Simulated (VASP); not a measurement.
# Ti3N3F in VASP: further runs

Ti3N3F is run at these levels: PBE; tasks: single point.

Everything below comes from runs of VASP 6.6.1. Logs are shortened: lines on timing, memory, paths and dates and some standing lists are left out, and cuts for length are marked.

## Step 1: The cell of the first run

The cell holds a slab with vacuum, 7 atoms: a = 3.003 Å, b = 3.003 Å, c = 21.554 Å, α = 90.00°, β = 90.00°, γ = 120.00°.

## Step 2: Single point, PBE

INCAR reads:

```
PREC = Accurate
ENCUT = 520
EDIFF = 1E-7
ISMEAR = 0
SIGMA = 0.1
LREAL = F
LASPH = T
NELM = 60
ALGO = Normal
ISIF = 2
LWAVE = F
LCHARG = F
LDIPOL = T
IDIPOL = 3
DIPOL = 0.5 0.5 0.359
GGA = PE
NBANDS = 38
```

KPOINTS reads:

```
Automatic mesh
0
Gamma
  9 9 1
```

POSCAR reads:

```
Ti3N3F
1.0
    3.0028555063      0.0000000000      0.0000000000
   -1.5014277532      2.6005491524      0.0000000000
    0.0000000000      0.0000000000     21.5541471841
N Ti F
3 3 1
Direct
    0.3333333333      0.6666666667      0.1855791355
    0.0000000000      0.0000000000      0.2993308526
    0.6666666667      0.3333333333      0.4147299353
    0.6666666667      0.3333333333      0.2424549941
    0.3333333333      0.6666666667      0.3575097830
    0.0000000000      0.0000000000      0.4664599856
    0.0000000000      0.0000000000      0.5485502466
```

Potentials or basis: VASP PAW PBE potentials, release 64 (N, Ti_sv, F).

On the command line:

```bash
$ cat potpaw_PBE.64/N/POTCAR potpaw_PBE.64/Ti_sv/POTCAR potpaw_PBE.64/F/POTCAR > POTCAR
$ mpirun -np 1 vasp_std > vasp.out
```

OUTCAR:

```text
PREC = Accurate
   ENCUT = 520
   EDIFF = 1E-7
   ISMEAR = 0
   LREAL = F
   LASPH = T
   NELM = 60
   ISIF = 2
   GGA = PE

 ion  position               nearest neighbor table
   1  0.333  0.667  0.186-   4 2.12   4 2.12   4 2.12
   2  0.000  0.000  0.299-   4 2.12   4 2.12   4 2.12   5 2.14   5 2.14   5 2.14
   3  0.667  0.333  0.415-   6 2.06   6 2.06   6 2.06   5 2.13   5 2.13   5 2.13
   4  0.667  0.333  0.242-   2 2.12   2 2.12   2 2.12   1 2.12   1 2.12   1 2.12
   5  0.333  0.667  0.358-   3 2.13   3 2.13   3 2.13   2 2.14   2 2.14   2 2.14   6 2.92   6 2.92
                             6 2.92
   6  0.000  0.000  0.466-   7 1.77   3 2.06   3 2.06   3 2.06   5 2.92   5 2.92   5 2.92
   7  0.000  0.000  0.549-   6 1.77

  LATTYP: Found a hexagonal cell.
 ALAT       =     3.0028555063
 C/A-ratio  =     7.1778835641

  Lattice vectors:

 A1 = (   3.0028555063,   0.0000000000,   0.0000000000)
 A2 = (  -1.5014277532,   2.6005491524,   0.0000000000)
 A3 = (   0.0000000000,   0.0000000000,  21.5541471841)

Analysis of symmetry for initial positions (statically):
=====================================================================
 Subroutine PRICEL returns:
 Original cell was already a primitive cell.

 Routine SETGRP: Setting up the symmetry group for a
 hexagonal supercell.

 Subroutine GETGRP returns: Found  6 space group operations
 (whereof  6 operations were pure point group operations)
 out of a pool of 24 trial point group operations.

The static configuration has the point symmetry C_3v.

Analysis of symmetry for dynamics (positions and initial velocities):
=====================================================================
 Subroutine PRICEL returns:
 Original cell was already a primitive cell.

 Routine SETGRP: Setting up the symmetry group for a
 hexagonal supercell.

 Subroutine GETGRP returns: Found  6 space group operations
 (whereof  6 operations were pure point group operations)
 out of a pool of 24 trial point group operations.

The dynamic configuration has the point symmetry C_3v.

 Subroutine INISYM returns: Found  6 space group operations
 (whereof  6 operations are pure point group operations),
 and found     1 'primitive' translations

----------------------------------------------------------------------------------------

                                     Primitive cell

  volume of cell :     168.3179

  direct lattice vectors                    reciprocal lattice vectors
     3.002855506  0.000000000  0.000000000     0.333016357  0.192267083  0.000000000
    -1.501427753  2.600549152  0.000000000     0.000000000  0.384534166  0.000000000
     0.000000000  0.000000000 21.554147184     0.000000000  0.000000000  0.046394784

  length of vectors
     3.002855506  3.002855506 21.554147184     0.384534166  0.384534166  0.046394784

  position of ions in fractional coordinates (direct lattice)
     0.333333333  0.666666667  0.185579135
     0.000000000  0.000000000  0.299330853
     0.666666667  0.333333333  0.414729935
     0.666666667  0.333333333  0.242454994
     0.333333333  0.666666667  0.357509783
     0.000000000  0.000000000  0.466459986
     0.000000000  0.000000000  0.548550247

  ion indices of the primitive-cell ions
   primitive index   ion index
                 1           1
                 2           2
                 3           3
                 4           4
                 5           5
                 6           6
                 7           7

----------------------------------------------------------------------------------------

 KPOINTS: Automatic mesh

Automatic generation of k-mesh.
 Grid dimensions read from file:
 generate k-points for:    9    9    1

 Generating k-lattice:

  Cartesian coordinates                     Fractional coordinates (reciprocal lattice)
     0.037001817  0.021363009  0.000000000     0.111111111  0.000000000  0.000000000
     0.000000000  0.042726018  0.000000000     0.000000000  0.111111111  0.000000000
     0.000000000  0.000000000  0.046394784     0.000000000  0.000000000  1.000000000

  Length of vectors
     0.042726018  0.042726018  0.046394784

  Shift w.r.t. Gamma in fractional coordinates (k-lattice)
     0.000000000  0.000000000  0.000000000

 Subroutine IBZKPT returns following result:
 ===========================================

 Found     12 irreducible k-points:

 Following reciprocal coordinates:
            Coordinates               Weight
  0.000000  0.000000  0.000000      1.000000
  0.111111  0.000000  0.000000      6.000000
  0.222222  0.000000  0.000000      6.000000
  0.333333 -0.000000  0.000000      6.000000
  0.444444  0.000000  0.000000      6.000000
  0.111111  0.111111  0.000000      6.000000
  0.222222  0.111111  0.000000     12.000000
  0.333333  0.111111  0.000000     12.000000
  0.444444  0.111111  0.000000      6.000000
  0.222222  0.222222  0.000000      6.000000
  0.333333  0.222222  0.000000     12.000000
  0.333333  0.333333  0.000000      2.000000
   k-points           NKPTS =     12   k-points in BZ     NKDIM =     12   number of bands    NBANDS=     38
   number of dos      NEDOS =    301   number of ions     NIONS =      7
   total plane-waves  NPLWV =  92160
   dimension x,y,z NGX =    24 NGY =   24 NGZ =  160
   dimension x,y,z NGXF=    48 NGYF=   48 NGZF=  320
   ions per type =               3   3   1
   NGX,Y,Z   is equivalent  to a cutoff of  13.29, 13.29, 12.34 a.u.
   NGXF,Y,Z  is equivalent  to a cutoff of  26.57, 26.57, 24.68 a.u.
 SYSTEM =  unknown system
   PREC   = accura    normal or accurate (medium, high low for compatibility)
   ISTART =      0    job   : 0-new  1-cont  2-samecut
   ICHARG =      2    charge: 1-file 2-atom 10-const
   ISPIN  =      1    spin polarized calculation?
   LNONCOLLINEAR =      F non collinear calculations
   LSORBIT =      F    spin-orbit coupling
   LASPH  =      T    aspherical Exc in radial PAW
   ENCUT  =  520.0 eV  38.22 Ry    6.18 a.u.   5.58  5.58 40.08*2*pi/ulx,y,z
   NELM   =     60;   NELMIN=  2; NELMDL= -5     # of ELM steps
   EDIFF  = 0.1E-06   stopping-criterion for ELM
   LREAL  =      F    real-space projection
   EDIFFG = 0.1E-05   stopping-criterion for IOM
   NSW    =      0    number of steps for IOM
   IBRION =     -1    ionic relax: 0-MD 1-quasi-New 2-CG
   NFREE  =      0    steps in history (QN), initial steepest desc. (CG)
   ISIF   =      2    stress and relaxation
   ISYM   =      2    0-nonsym 1-usesym 2-fastsym
   POTIM  = 0.5000    time-step for ionic-motion
   TEBEG  =    0.0;   TEEND  =   0.0 temperature during run
   PSTRESS=    0.0 pullay stress
   NELECT =      58.0000    total number of electrons
   NUPDOWN=      -1.0000    fix difference up-down
   EMIN   =  10.00;   EMAX   =-10.00  energy-range for DOS
   EFERMI =   0.00;   METHOD = LEGACY
   ISMEAR =     0;   SIGMA  =   0.10  broadening in eV -4-tet -1-fermi 0-gaus
   EFERMI_NEDOS =   21; number of points for ismear=-14 and -15
   IALGO  =     38    algorithm
   IMIX   =      4    mixing-type and parameters
     AMIX     =   0.40;   BMIX     =  1.00
     AMIX_MAG =   1.60;   BMIX_MAG =  1.00
  volume/ion in A,a.u.               =      24.05       162.27
  Fermi-wavevector in a.u.,A,eV,Ry     =   1.147733  2.168900 17.922820  1.317290
  Thomas-Fermi vector in A             =   2.284411
   LORBIT       =      0    0 simple, 1 ext, 2 COOP (PROOUT), +10 PAW based schemes
   GGA     = PE    functional components
   LHFCALC =     F    Hartree Fock is set to
   AEXX    =    0.0000 exact exchange contribution
   IVDW    =     0    specifies the selected vdW correction
   LEPSILON=     F    determine dielectric tensor
   LRPA    =     F    only Hartree local field effects (RPA)
 non-spin polarized calculation
 Gauss-broadening in eV      SIGMA  =   0.10
  energy-cutoff  :      520.00
  volume of cell :      168.32
 maximum number of plane-waves:      4581
 NGX is ok and might be reduce to    24
   NGX = 11   NGY = 11   NGZ = 81

 dipolmoment           0.000000      0.000000      0.624497 electrons x Angstroem

 number of electron      58.0000028 magnetization

 dipolmoment           0.000000      0.000000     -0.046827 electrons x Angstroem

 Free energy of the ion-electron system (eV)
  ---------------------------------------------------
  ext. energy  EPLUGINS =         0.00000000
  ---------------------------------------------------
  free energy    TOTEN  =       -60.46522599 eV

  energy without entropy =      -60.45605419  energy(sigma->0) =      -60.46064009

 E-fermi :  -0.9143     XC(G=0):  -5.7988

 val. band max:       -1.0126004526   @ k =   0.1111   0.0000   0.0000
 cond. band min:      -0.8454254820   @ k =   0.2222   0.1111   0.0000
 fundamental gap:      0.1671749706
 Fermi energy:        -0.9142832923

 k-point     1 :       0.0000    0.0000    0.0000
  band No.  band energies     occupation
      1     -58.5307      2.00000
      2     -58.4534      2.00000
      3     -57.4548      2.00000
      4     -35.2568      2.00000
      5     -34.7787      2.00000
      6     -34.5768      2.00000
[... 30 lines left out ...]
     37       1.3949      0.00000
     38       1.3949      0.00000

 k-point     2 :       0.1111    0.0000    0.0000
  band No.  band energies     occupation
      1     -58.5219      2.00000
      2     -58.4478      2.00000
      3     -57.4477      2.00000
      4     -35.2410      2.00000
      5     -34.7817      2.00000
      6     -34.6283      2.00000
[... 30 lines left out ...]
     37       1.7034      0.00000
     38       1.7090      0.00000
[... 367 lines left out ...]
     37       2.3603      0.00000
     38       2.5658      0.00000

 k-point    12 :       0.3333    0.3333    0.0000
  band No.  band energies     occupation
      1     -58.4398      2.00000
      2     -58.4045      2.00000
      3     -57.3862      2.00000
      4     -35.1136      2.00000
      5     -34.9544      2.00000
      6     -34.8722      2.00000
[... 30 lines left out ...]
     37       2.3216      0.00000
     38       2.5035      0.00000

------------------------ aborting loop because EDIFF is reached ----------------------------------------

 vacuum level on the upper side and lower side of the slab       (xc-potential included)        -0.680         0.387

  FORCE on cell =-STRESS in cart. coord.  units (eV):
  Direction    XX          YY          ZZ          XY          YZ          ZX
  --------------------------------------------------------------------------------------
  -------------------------------------------------------------------------------------
  Total        0.5235320      0.5235320     -3.0008809     -0.0000000     -0.0000000      0.0000000
  in kB        4.9833739      4.9833739    -28.5646562     -0.0000000     -0.0000000      0.0000000
  external PRESSURE =      -6.1993028 kB  Pullay stress =       0.0000000 kB

 VOLUME and BASIS-vectors are now :
 -----------------------------------------------------------------------------
  energy-cutoff  :      520.00
  volume of cell :      168.32
      direct lattice vectors                 reciprocal lattice vectors
     3.002855506  0.000000000  0.000000000     0.333016357  0.192267083  0.000000000
    -1.501427753  2.600549152  0.000000000     0.000000000  0.384534166  0.000000000
     0.000000000  0.000000000 21.554147184     0.000000000  0.000000000  0.046394784

 POSITION                                       TOTAL-FORCE (eV/Angst)
 -----------------------------------------------------------------------------------
     -0.00000      1.73370      4.00000         0.000000     -0.000000      4.226715
      0.00000      0.00000      6.45182        -0.000000      0.000000      1.276800
      1.50143      0.86685      8.93915        -0.000000      0.000000     -0.059348
      1.50143      0.86685      5.22591         0.000000     -0.000000     -5.460444
     -0.00000      1.73370      7.70582        -0.000000     -0.000000     -0.213089
      0.00000      0.00000     10.05415        -0.000000     -0.000000      0.030935
      0.00000      0.00000     11.82353        -0.000000      0.000000      0.198432
 -----------------------------------------------------------------------------------
    total drift:                               -0.000000     -0.000000     -0.000866

  FREE ENERGIE OF THE ION-ELECTRON SYSTEM (eV)
  ---------------------------------------------------
  free  energy   TOTEN  =       -60.4652259879 eV

  energy  without entropy=      -60.4560541936  energy(sigma->0) =      -60.46064009

 vacuum level on the upper side and lower side of the slab         6.106         7.199
```

Run time: 6 min. Hardware: 1 thread of Oxide Virtual Turin-like, shared host; peak memory 0.29 GiB.

Results:

```
Free energy            : -60.4652 eV
Largest force          : 5.460 eV/Å
Band gap on the k mesh : zero (bands 29 and 30 overlap by 0.21 eV)
```

Forces in eV/Å, atoms in the order of the input:
```
N    0.000  0.000  4.227
N    0.000  0.000  1.277
N    0.000  0.000 -0.059
Ti   0.000  0.000 -5.460
Ti   0.000  0.000 -0.213
Ti   0.000  0.000  0.031
F    0.000  0.000  0.198
```

Levels at points of the mesh, in eV from the Fermi level:
```tsv
k point	band 26	band 27	band 28	band 29	band 30	band 31	band 32	band 33
(0.00, 0.00, 0.00)	-1.20	-0.33	-0.33	0.28	0.28	0.38	1.36	1.36
```

## Step 3: Single point, PBE

INCAR reads:

```
SYSTEM = Ti3N3F
PREC = Accurate
ENCUT = 520
EDIFF = 1E-6
ISMEAR = 0
SIGMA = 0.1
LREAL = .FALSE.
LASPH = .TRUE.
NELM = 80
ALGO = Normal
ISIF = 2
LWAVE = .FALSE.
LCHARG = .FALSE.
LDIPOL = .TRUE.
IDIPOL = 3
DIPOL = 0.5 0.5 0.356
GGA = PE
NBANDS = 38
```

KPOINTS reads:

```
Automatic mesh
0
G
  9 9 1
  0 0 0
```

Edit POSCAR of step 2 so:

```diff
@@ -14,2 +14,2 @@
     0.0000000000      0.0000000000      0.4664599856
-    0.0000000000      0.0000000000      0.5485502466
+    0.3333333333      0.6666666667      0.5256689996
```

Potentials or basis: VASP PAW PBE potentials, release 64 (N, Ti_sv, F).

On the command line:

```bash
$ cat potpaw_PBE.64/N/POTCAR potpaw_PBE.64/Ti_sv/POTCAR potpaw_PBE.64/F/POTCAR > POTCAR
$ mpirun -np 1 vasp_std > vasp.out
```

Wall time 4.4 min (1 thread of Oxide Virtual Turin-like, shared host); peak memory 0.29 GiB.

It converged, with:

```yaml
Free_energy: -61.3269 eV
Largest_force: 5.462 eV/Å
Band_gap_on_the_k_mesh: zero (bands 29 and 30 overlap by 0.39 eV)
```

Forces in eV/Å, atoms in the order of the input:
```
N    0.000  0.000  4.195
N    0.000  0.000  1.182
N    0.000  0.000  0.095
Ti   0.000  0.000 -5.462
Ti   0.000  0.000  0.275
Ti   0.000  0.000 -0.318
F    0.000  0.000  0.032
```

Levels at points of the mesh, in eV from the Fermi level:
```
           k point  band 25  band 26  band 27  band 28  band 29  band 30  band 31  band 32  band 33  band 34
(0.00, 0.00, 0.00)    -3.25    -1.10    -0.41    -0.41     0.04     0.04     0.29     1.08     1.08     1.38
```

## Step 4: Single point, PBE

INCAR reads:

```
ALGO = Normal
DIPOL = 0.5 0.5 0.356
EDIFF = 1E-6
ENCUT = 520
GGA = PE
IDIPOL = 3
ISIF = 2
ISMEAR = 0
LASPH = True
LCHARG = False
LDIPOL = True
LREAL = False
LWAVE = False
NBANDS = 38
NELM = 100
PREC = Accurate
SIGMA = 0.1
```

KPOINTS reads:

```
k-points
0
Gamma
  9 9 1
```

Edit POSCAR of step 3 so:

```diff
@@ -14,2 +14,2 @@
     0.0000000000      0.0000000000      0.4664599856
-    0.3333333333      0.6666666667      0.5256689996
+    0.6666666667      0.3333333333      0.5277117952
```

Potentials or basis: VASP PAW PBE potentials, release 64 (N, Ti_sv, F).

On the command line:

```bash
$ cat potpaw_PBE.64/N/POTCAR potpaw_PBE.64/Ti_sv/POTCAR potpaw_PBE.64/F/POTCAR > POTCAR
$ mpirun -np 1 vasp_std > vasp.out
```

OUTCAR:

```text
EDIFF = 1E-6
   ENCUT = 520
   GGA = PE
   ISIF = 2
   ISMEAR = 0
   LASPH = True
   LREAL = False
   NELM = 100
   PREC = Accurate

 ion  position               nearest neighbor table
   1  0.333  0.667  0.186-   4 2.12   4 2.12   4 2.12
   2  0.000  0.000  0.299-   4 2.12   4 2.12   4 2.12   5 2.14   5 2.14   5 2.14
   3  0.667  0.333  0.415-   6 2.06   6 2.06   6 2.06   5 2.13   5 2.13   5 2.13
   4  0.667  0.333  0.242-   2 2.12   2 2.12   2 2.12   1 2.12   1 2.12   1 2.12
   5  0.333  0.667  0.358-   3 2.13   3 2.13   3 2.13   2 2.14   2 2.14   2 2.14   6 2.92   6 2.92
                             6 2.92
   6  0.000  0.000  0.466-   3 2.06   3 2.06   3 2.06   7 2.18   7 2.18   7 2.18   5 2.92   5 2.92
                             5 2.92
[... 696 lines left out ...]
  in kB      -25.0263485    -25.0263485    -20.7442776      0.0000000     -0.0000000      0.0000000
  external PRESSURE =     -23.5989915 kB  Pullay stress =       0.0000000 kB

 VOLUME and BASIS-vectors are now :
 -----------------------------------------------------------------------------
  energy-cutoff  :      520.00
  volume of cell :      168.32
      direct lattice vectors                 reciprocal lattice vectors
     3.002855506  0.000000000  0.000000000     0.333016357  0.192267083  0.000000000
    -1.501427753  2.600549152  0.000000000     0.000000000  0.384534166  0.000000000
     0.000000000  0.000000000 21.554147184     0.000000000  0.000000000  0.046394784

 POSITION                                       TOTAL-FORCE (eV/Angst)
 -----------------------------------------------------------------------------------
     -0.00000      1.73370      4.00000        -0.000000     -0.000000      4.375689
      0.00000      0.00000      6.45182        -0.000000      0.000000      1.554766
      1.50143      0.86685      8.93915        -0.000000      0.000000     -0.908844
      1.50143      0.86685      5.22591         0.000000     -0.000000     -5.745091
     -0.00000      1.73370      7.70582        -0.000000     -0.000000     -0.509782
      0.00000      0.00000     10.05415        -0.000000     -0.000000      1.197353
      1.50143      0.86685     11.37438         0.000000      0.000000      0.035909
 -----------------------------------------------------------------------------------
    total drift:                               -0.000000      0.000000     -0.000615

  FREE ENERGIE OF THE ION-ELECTRON SYSTEM (eV)
  ---------------------------------------------------
  free  energy   TOTEN  =       -61.2589866828 eV

  energy  without entropy=      -61.2550500809  energy(sigma->0) =      -61.25701838

 vacuum level on the upper side and lower side of the slab         4.819         7.956
```

OSZICAR:

```text
N       E                     dE             d eps       ncg     rms          rms(c)
DAV:   1     0.814983618677E+03    0.81498E+03   -0.30619E+04   968   0.158E+03
DAV:   2     0.578745017880E+02   -0.75711E+03   -0.73168E+03  1038   0.496E+02
DAV:   3    -0.669368725912E+02   -0.12481E+03   -0.12325E+03  1378   0.188E+02
DAV:   4    -0.782619246271E+02   -0.11325E+02   -0.11306E+02  1488   0.524E+01
[... 23 lines left out ...]
DAV:  28    -0.612589801056E+02   -0.62483E-05   -0.64371E-07   676   0.465E-03    0.216E-03
DAV:  29    -0.612589812920E+02   -0.11864E-05   -0.22566E-07   534   0.331E-03    0.182E-03
DAV:  30    -0.612589847425E+02   -0.34505E-05   -0.24056E-07   576   0.211E-03    0.143E-03
DAV:  31    -0.612589861025E+02   -0.13600E-05   -0.14269E-07   492   0.173E-03    0.107E-03
DAV:  32    -0.612589866828E+02   -0.58022E-06   -0.82532E-08   474   0.184E-03
   1 F= -.61258987E+02 E0= -.61257018E+02  d E =-.393660E-02
```

Run time: 4.5 min. Hardware: 1 thread of Oxide Virtual Turin-like, shared host; peak memory 0.27 GiB.

Results:

```yaml
Free_energy: -61.2590 eV
Largest_force: 5.745 eV/Å
Band_gap_on_the_k_mesh: zero (filled and empty bands touch)
```

Forces in eV/Å, atoms in the order of the input:
```
N    0.000  0.000  4.376
N    0.000  0.000  1.555
N    0.000  0.000 -0.909
Ti   0.000  0.000 -5.745
Ti   0.000  0.000 -0.510
Ti   0.000  0.000  1.197
F    0.000  0.000  0.036
```

Levels at points of the mesh, in eV from the Fermi level:
```csv
k point,band 26,band 27,band 28,band 29,band 30,band 31,band 32,band 33
"(0.00, 0.00, 0.00)",-1.16,-0.44,-0.44,0.07,0.07,0.17,1.31,1.35
```

## Step 5: The runs side by side

| cell | gap on the mesh (eV) | largest force (eV/Å) |
| --- | --- | --- |
| as given, atomic positions A | none | 5.46 |
| as given, atomic positions B | none | 5.46 |
| as given, atomic positions C | none | 5.75 |

Alike in all rows: task single point; level PBE; potentials or basis VASP PAW PBE potentials, release 64 (N, Ti_sv, F); no spin polarisation; k mesh 9 × 9 × 1; cutoff (eV) 520; smearing gaussian 0.1 eV.

Total energies depend on the potentials used, so only differences within one code and one set of settings carry meaning.

The gap in the log of VASP goes by the Fermi energy; the results here count the filled bands.